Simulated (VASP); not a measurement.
Set up this calculation in VASP 6.6.1, as the native input.

```yaml
Task: single point
Functional: LDA
Potentials_or_basis: VASP PAW LDA potentials, release 64 (Ti_sv)
Cutoff: 520 eV
k_mesh: 21 × 21 × 12
Occupations: gaussian, width 0.15 eV
Spin: no spin polarisation
Dipole_correction: no
Further_INCAR_settings: ALGO = Fast; EDIFF = 1e-06; NBANDS = 19
```

The structure of Ti lies in POSCAR:

```
Ti
1.0
    3.0331397821      0.0000000000      0.0000000000
   -1.5165698910      2.6267761045      0.0000000000
    0.0000000000      0.0000000000      4.4326234106
Ti
2
Direct
    0.3333333333      0.6666666667      0.2500000000
    0.6666666667      0.3333333333      0.7500000000
```

This cell differs from its parent crystal: ratio of the length along z to the lengths across it x 0.92, volume and fractional coordinates fixed.

The input as run:

INCAR

```
SYSTEM = Ti
ALGO     = Fast           ! electronic algorithm
EDIFF    = 1E-6           ! SCF threshold, eV
ENCUT    = 520            ! plane-wave cutoff, eV
GGA      = CA             ! functional
ISIF     = 2              ! what is computed and relaxed
ISMEAR   = 0              ! smearing method
LASPH    = .TRUE.         ! aspherical terms in the spheres
LCHARG   = .FALSE.        ! write CHGCAR
LREAL    = .FALSE.        ! projectors in reciprocal space
LWAVE    = .FALSE.        ! write WAVECAR
NBANDS   = 19             ! bands
NELM     = 80             ! most SCF steps
PREC     = Accurate       ! precision mode
SIGMA    = 0.15           ! smearing width, eV
```

KPOINTS

```
k-points
0
G
  21 21 12
  0 0 0
```

Potentials or basis: VASP PAW LDA potentials, release 64 (Ti_sv).

The run is started by

```console
$ cat potpaw_LDA.64/Ti_sv/POTCAR > POTCAR
$ mpirun -np 1 vasp_std > vasp.out
```

It gave:

```
Pressure               : -9.6 GPa
Band gap on the k mesh : zero (bands 12 and 13 overlap by 1.08 eV)
```

Caveat: the cell stands under tension.

It took 5.8 min on 1 thread of AMD EPYC 9R45 96-Core Processor (Zen 5), on a shared host, peak memory 0.26 GiB.
